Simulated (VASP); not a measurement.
# CuI (F-43m) in VASP: further runs, part 2 of 2

VASP 6.6.1. The steps go on from the part before.

## (5) Single point, PBE

This run uses another cell than the first one, of 28.07 Å³/atom, 1.007 times its volume.

Contents of INCAR:

```
ALGO = Normal
EDIFF = 1E-6
ENCUT = 520
GGA = PE
ISIF = 2
ISMEAR = 0
LASPH = T
LCHARG = F
LREAL = F
LWAVE = F
NBANDS = 16
NELM = 100
PREC = Accurate
SIGMA = 0.02
```

Contents of KPOINTS:

```
k-points
0
Gamma
  8 8 8
```

Contents of POSCAR:

```
CuI
1.0
    0.0000000000      3.0390034073      3.0390034073
    3.0390034073      0.0000000000      3.0390034073
    3.0390034073      3.0390034073      0.0000000000
Cu I
1 1
Direct
    0.2500000000      0.2500000000      0.2500000000
    0.0000000000      0.0000000000      0.0000000000
```

Potentials or basis: VASP PAW PBE potentials, release 64 (Cu, I).

Command:

```sh
$ cat potpaw_PBE.64/Cu/POTCAR potpaw_PBE.64/I/POTCAR > POTCAR
$ mpirun -np 1 vasp_std > vasp.out
```

OUTCAR:

```text
EDIFF = 1E-6
   ENCUT = 520
   GGA = PE
   ISIF = 2
   ISMEAR = 0
   LASPH = T
   LREAL = F
   NELM = 100
   PREC = Accurate

 ion  position               nearest neighbor table
   1  0.250  0.250  0.250-   2 2.63   2 2.63   2 2.63   2 2.63
   2  0.000  0.000  0.000-   1 2.63   1 2.63   1 2.63   1 2.63

  LATTYP: Found a face centered cubic cell.
 ALAT       =     6.0780068146

  Lattice vectors:

 A1 = (   0.0000000000,   3.0390034073,   3.0390034073)
 A2 = (   3.0390034073,   0.0000000000,   3.0390034073)
 A3 = (   3.0390034073,   3.0390034073,   0.0000000000)

Analysis of symmetry for initial positions (statically):
=====================================================================
 Subroutine PRICEL returns:
 Original cell was already a primitive cell.

 Routine SETGRP: Setting up the symmetry group for a
 face centered cubic supercell.

 Subroutine GETGRP returns: Found 24 space group operations
 (whereof 24 operations were pure point group operations)
 out of a pool of 48 trial point group operations.

The static configuration has the point symmetry T_d .

Analysis of symmetry for dynamics (positions and initial velocities):
=====================================================================
 Subroutine PRICEL returns:
 Original cell was already a primitive cell.

 Routine SETGRP: Setting up the symmetry group for a
 face centered cubic supercell.

 Subroutine GETGRP returns: Found 24 space group operations
 (whereof 24 operations were pure point group operations)
 out of a pool of 48 trial point group operations.

The dynamic configuration has the point symmetry T_d .

 Subroutine INISYM returns: Found 24 space group operations
 (whereof 24 operations are pure point group operations),
 and found     1 'primitive' translations

----------------------------------------------------------------------------------------

                                     Primitive cell

  volume of cell :      56.1337

  direct lattice vectors                    reciprocal lattice vectors
     0.000000000  3.039003407  3.039003407    -0.164527621  0.164527621  0.164527621
     3.039003407  0.000000000  3.039003407     0.164527621 -0.164527621  0.164527621
     3.039003407  3.039003407  0.000000000     0.164527621  0.164527621 -0.164527621

  length of vectors
     4.297799835  4.297799835  4.297799835     0.284970198  0.284970198  0.284970198

  position of ions in fractional coordinates (direct lattice)
     0.250000000  0.250000000  0.250000000
     0.000000000  0.000000000  0.000000000

  ion indices of the primitive-cell ions
   primitive index   ion index
                 1           1
                 2           2

----------------------------------------------------------------------------------------

 KPOINTS: k-points

Automatic generation of k-mesh.
 Grid dimensions read from file:
 generate k-points for:    8    8    8

 Generating k-lattice:

  Cartesian coordinates                     Fractional coordinates (reciprocal lattice)
    -0.020565953  0.020565953  0.020565953     0.125000000  0.000000000  0.000000000
     0.020565953 -0.020565953  0.020565953     0.000000000  0.125000000  0.000000000
     0.020565953  0.020565953 -0.020565953     0.000000000  0.000000000  0.125000000

  Length of vectors
     0.035621275  0.035621275  0.035621275

  Shift w.r.t. Gamma in fractional coordinates (k-lattice)
     0.000000000  0.000000000  0.000000000

 Subroutine IBZKPT returns following result:
 ===========================================

 Found     29 irreducible k-points:

 Following reciprocal coordinates:
            Coordinates               Weight
  0.000000  0.000000  0.000000      1.000000
  0.125000  0.000000  0.000000      8.000000
  0.250000  0.000000  0.000000      8.000000
  0.375000  0.000000  0.000000      8.000000
  0.500000  0.000000  0.000000      4.000000
  0.125000  0.125000  0.000000      6.000000
[... 16 lines left out ...]
  0.500000  0.250000  0.125000     48.000000
 -0.375000  0.250000  0.125000     24.000000
 [... further k-points ...]
   k-points           NKPTS =     29   k-points in BZ     NKDIM =     29   number of bands    NBANDS=     16
   number of dos      NEDOS =    301   number of ions     NIONS =      2
   total plane-waves  NPLWV =  32768
   dimension x,y,z NGX =    32 NGY =   32 NGZ =   32
   dimension x,y,z NGXF=    64 NGYF=   64 NGZF=   64
   ions per type =               1   1
   NGX,Y,Z   is equivalent  to a cutoff of  12.38, 12.38, 12.38 a.u.
   NGXF,Y,Z  is equivalent  to a cutoff of  24.76, 24.76, 24.76 a.u.
 SYSTEM =  unknown system
   PREC   = accura    normal or accurate (medium, high low for compatibility)
   ISTART =      0    job   : 0-new  1-cont  2-samecut
   ICHARG =      2    charge: 1-file 2-atom 10-const
   ISPIN  =      1    spin polarized calculation?
   LNONCOLLINEAR =      F non collinear calculations
   LSORBIT =      F    spin-orbit coupling
   LASPH  =      T    aspherical Exc in radial PAW
   ENCUT  =  520.0 eV  38.22 Ry    6.18 a.u.   7.99  7.99  7.99*2*pi/ulx,y,z
   NELM   =    100;   NELMIN=  2; NELMDL= -5     # of ELM steps
   EDIFF  = 0.1E-05   stopping-criterion for ELM
   LREAL  =      F    real-space projection
   EDIFFG = 0.1E-04   stopping-criterion for IOM
   NSW    =      0    number of steps for IOM
   IBRION =     -1    ionic relax: 0-MD 1-quasi-New 2-CG
   NFREE  =      0    steps in history (QN), initial steepest desc. (CG)
   ISIF   =      2    stress and relaxation
   ISYM   =      2    0-nonsym 1-usesym 2-fastsym
   POTIM  = 0.5000    time-step for ionic-motion
   TEBEG  =    0.0;   TEEND  =   0.0 temperature during run
   PSTRESS=    0.0 pullay stress
   NELECT =      18.0000    total number of electrons
   NUPDOWN=      -1.0000    fix difference up-down
   EMIN   =  10.00;   EMAX   =-10.00  energy-range for DOS
   EFERMI =   0.00;   METHOD = LEGACY
   ISMEAR =     0;   SIGMA  =   0.02  broadening in eV -4-tet -1-fermi 0-gaus
   EFERMI_NEDOS =   21; number of points for ismear=-14 and -15
   IALGO  =     38    algorithm
   IMIX   =      4    mixing-type and parameters
     AMIX     =   0.40;   BMIX     =  1.00
     AMIX_MAG =   1.60;   BMIX_MAG =  1.00
  volume/ion in A,a.u.               =      28.07       189.40
  Fermi-wavevector in a.u.,A,eV,Ry     =   1.120533  2.117499 17.083383  1.255593
  Thomas-Fermi vector in A             =   2.257180
   LORBIT       =      0    0 simple, 1 ext, 2 COOP (PROOUT), +10 PAW based schemes
   GGA     = PE    functional components
   LHFCALC =     F    Hartree Fock is set to
   AEXX    =    0.0000 exact exchange contribution
   IVDW    =     0    specifies the selected vdW correction
   LEPSILON=     F    determine dielectric tensor
   LRPA    =     F    only Hartree local field effects (RPA)
 non-spin polarized calculation
 Gauss-broadening in eV      SIGMA  =   0.02
  energy-cutoff  :      520.00
  volume of cell :       56.13
 maximum number of plane-waves:      1540
   NGX = 15   NGY = 15   NGZ = 15

 number of electron      18.0000012 magnetization

 Free energy of the ion-electron system (eV)
  ---------------------------------------------------
  ext. energy  EPLUGINS =         0.00000000
  ---------------------------------------------------
  free energy    TOTEN  =        -5.56257125 eV

  energy without entropy =       -5.56257125  energy(sigma->0) =       -5.56257125

 E-fermi :   4.4640     XC(G=0):  -8.9027

 val. band max:        4.3505582747   @ k =   0.0000   0.0000   0.0000
 cond. band min:       5.4745517898   @ k =   0.0000   0.0000   0.0000
 fundamental gap:      1.1239935151
 Fermi energy:         4.4640437784

 k-point     1 :       0.0000    0.0000    0.0000
  band No.  band energies     occupation
      1      -9.6212      2.00000
      2       0.7451      2.00000
      3       0.7451      2.00000
      4       0.7451      2.00000
      5       2.5302      2.00000
      6       2.5302      2.00000
[... 8 lines left out ...]
     15      13.9145      0.00000
     16      13.9145      0.00000
[... 419 lines left out ...]
 k-point    24 :      -0.3750    0.2500    0.1250
  band No.  band energies     occupation
      1      -8.9895      2.00000
      2      -0.9285      2.00000
      3       0.2087      2.00000
      4       0.7160      2.00000
      5       2.4675      2.00000
      6       2.5414      2.00000
[... 8 lines left out ...]
     15      15.0820      0.00000
     16      15.6308      0.00000

 [... further k-points ...]

------------------------ aborting loop because EDIFF is reached ----------------------------------------

  FORCE on cell =-STRESS in cart. coord.  units (eV):
  Direction    XX          YY          ZZ          XY          YZ          ZX
  --------------------------------------------------------------------------------------
  -------------------------------------------------------------------------------------
  Total        0.0115174      0.0115174      0.0115174     -0.0000000     -0.0000000      0.0000000
  in kB        0.3287308      0.3287308      0.3287308     -0.0000000     -0.0000000      0.0000000
  external PRESSURE =       0.3287308 kB  Pullay stress =       0.0000000 kB

 VOLUME and BASIS-vectors are now :
 -----------------------------------------------------------------------------
  energy-cutoff  :      520.00
  volume of cell :       56.13
      direct lattice vectors                 reciprocal lattice vectors
     0.000000000  3.039003407  3.039003407    -0.164527621  0.164527621  0.164527621
     3.039003407  0.000000000  3.039003407     0.164527621 -0.164527621  0.164527621
     3.039003407  3.039003407  0.000000000     0.164527621  0.164527621 -0.164527621

 POSITION                                       TOTAL-FORCE (eV/Angst)
 -----------------------------------------------------------------------------------
      1.51950      1.51950      1.51950        -0.000000     -0.000000     -0.000000
      0.00000      0.00000      0.00000         0.000000      0.000000      0.000000
 -----------------------------------------------------------------------------------
    total drift:                                0.000001      0.000001      0.000001

  FREE ENERGIE OF THE ION-ELECTRON SYSTEM (eV)
  ---------------------------------------------------
  free  energy   TOTEN  =        -5.5625712466 eV

  energy  without entropy=       -5.5625712466  energy(sigma->0) =       -5.56257125
```

OSZICAR:

```text
N       E                     dE             d eps       ncg     rms          rms(c)
DAV:   1     0.948012727645E+02    0.94801E+02   -0.74600E+03   928   0.118E+03
DAV:   2     0.170728810195E+00   -0.94631E+02   -0.86232E+02   984   0.226E+02
DAV:   3    -0.560421312194E+01   -0.57749E+01   -0.56923E+01  1272   0.596E+01
DAV:   4    -0.576676120966E+01   -0.16255E+00   -0.16248E+00  1088   0.960E+00
DAV:   5    -0.577540542732E+01   -0.86442E-02   -0.86439E-02  1424   0.243E+00    0.521E+00
DAV:   6    -0.570135349258E+01    0.74052E-01   -0.25937E+00   976   0.430E+01    0.335E+00
DAV:   7    -0.556316829648E+01    0.13819E+00   -0.62375E-01   992   0.258E+01    0.165E+00
DAV:   8    -0.556445838971E+01   -0.12901E-02   -0.32899E-02  1488   0.244E+00    0.437E-01
DAV:   9    -0.556239170482E+01    0.20667E-02   -0.77529E-03  1152   0.257E+00    0.137E-01
DAV:  10    -0.556256699533E+01   -0.17529E-03   -0.57679E-04  1120   0.147E-01    0.357E-02
DAV:  11    -0.556257298467E+01   -0.59893E-05   -0.17210E-04  1232   0.356E-01    0.309E-02
DAV:  12    -0.556257183791E+01    0.11468E-05   -0.11960E-05  1448   0.546E-02    0.232E-02
DAV:  13    -0.556257066263E+01    0.11753E-05   -0.63745E-06  1208   0.752E-02    0.466E-03
DAV:  14    -0.556257124662E+01   -0.58399E-06   -0.18783E-06   992   0.196E-02
   1 F= -.55625712E+01 E0= -.55625712E+01  d E =-.687031E-18
```

It took 21 s on 1 thread of AMD EPYC 7R13 (Zen 3), shared host; peak memory 0.16 GiB.

What came out:

* Free energy: -5.5626 eV
* Pressure: 0.0 GPa
* Band gap on the k mesh: 1.12 eV, direct

Caveat: spin-orbit coupling is left out, which moves the levels of the heavy elements.

## (6) The runs side by side

```tsv
task	cell	cutoff (eV)	gap on the mesh (eV)	pressure (GPa)
relaxation of cell and atoms	relaxed from a = 4.287 Å, angles 60.0°, 2 atoms	600	1.12	0.0
single point	a = 4.210 Å, angles 60.0°, 2 atoms	520	1.29	2.9
single point	a = 4.254 Å, angles 60.0°, 2 atoms	520	1.21	1.3
single point	a = 4.298 Å, angles 60.0°, 2 atoms	520	1.12	0.0
```

Alike in all rows: level PBE; potentials or basis VASP PAW PBE potentials, release 64 (Cu, I); no spin polarisation; k mesh 8 × 8 × 8; smearing gaussian 0.02 eV.

Caveats: spin-orbit coupling is left out, which moves the levels of the heavy elements.

Total energies depend on the potentials used, so only differences within one code and one set of settings carry meaning.
